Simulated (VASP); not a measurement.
Set up this calculation in VASP 6.6.1, as the native input.

| Item | Value |
| --- | --- |
| Task | single point |
| Functional | PBE |
| Potentials or basis | VASP PAW PBE potentials, release 64 (H, Pb_d, N, O) |
| Cutoff | 520 eV |
| k mesh | 3 × 5 × 3 |
| Occupations | fermi-dirac, width 0.05 eV |
| Spin | no spin polarisation |
| Dipole correction | no |
| Further INCAR settings | ALGO = Normal; EDIFF = 1e-06; NBANDS = 57 |

The structure of HPbNO4 lies in POSCAR:

```
HPbNO4
1.0
    6.8587700000      0.0000000000      0.0000000000
    0.0000000000      4.2286500000      0.0000000000
   -3.3910100000      0.0000000000      7.2745900000
H Pb N O
2 2 2 8
Direct
    0.2254900000      0.7500000000      0.5073000000
    0.7745100000      0.2500000000      0.4927000000
    0.3022900000      0.2500000000      0.2849400000
    0.6977100000      0.7500000000      0.7150600000
    0.2148400000      0.7500000000      0.8356700000
    0.7851600000      0.2500000000      0.1643300000
    0.3307800000      0.7500000000      0.4533800000
    0.4090900000      0.7500000000      0.8690100000
    0.1550800000      0.7500000000      0.9653700000
    0.0708300000      0.7500000000      0.6695500000
    0.6692200000      0.2500000000      0.5466100000
    0.5909100000      0.2500000000      0.1309900000
    0.8449200000      0.2500000000      0.0346300000
    0.9291700000      0.2500000000      0.3304500000
```

One way to write it, as run:

INCAR

```
ALGO     = Normal         # electronic algorithm
EDIFF    = 1E-6           # SCF threshold, eV
ENCUT    = 520            # plane-wave cutoff, eV
GGA      = PE             # functional
ISIF     = 2              # what is computed and relaxed
ISMEAR   = -1             # smearing method
LASPH    = T              # aspherical terms in the spheres
LCHARG   = T              # write CHGCAR
LELF     = T              # ELF
LREAL    = F              # projectors in reciprocal space
LVHAR    = T            
LWAVE    = F              # write WAVECAR
NBANDS   = 57             # bands
NELM     = 100            # most SCF steps
PREC     = Accurate       # precision mode
SIGMA    = 0.05           # smearing width, eV
```

KPOINTS

```
k-points
0
Gamma
  3 5 3
```

Potentials or basis: VASP PAW PBE potentials, release 64 (H, Pb_d, N, O).

Launch:

```bash
$ cat potpaw_PBE.64/H/POTCAR potpaw_PBE.64/Pb_d/POTCAR potpaw_PBE.64/N/POTCAR potpaw_PBE.64/O/POTCAR > POTCAR
$ mpirun -np 1 vasp_std > vasp.out
```

It gave:

```yaml
Pressure: 0.6 GPa
Largest_force: 0.464 eV/Å
Band_gap_on_the_k_mesh: 3.13 eV (least direct gap 3.28 eV)
```

Caveat: the standard files for N, O and F lose accuracy on very short bonds; spin-orbit coupling is left out, which moves the levels of the heavy elements; an odd mesh through Γ misses points on the zone boundary, where band edges can lie.

It took 2.3 min on 1 thread of Intel(R) Xeon(R) 6975P-C (Granite Rapids) (shared host), peak memory 0.4 GiB.
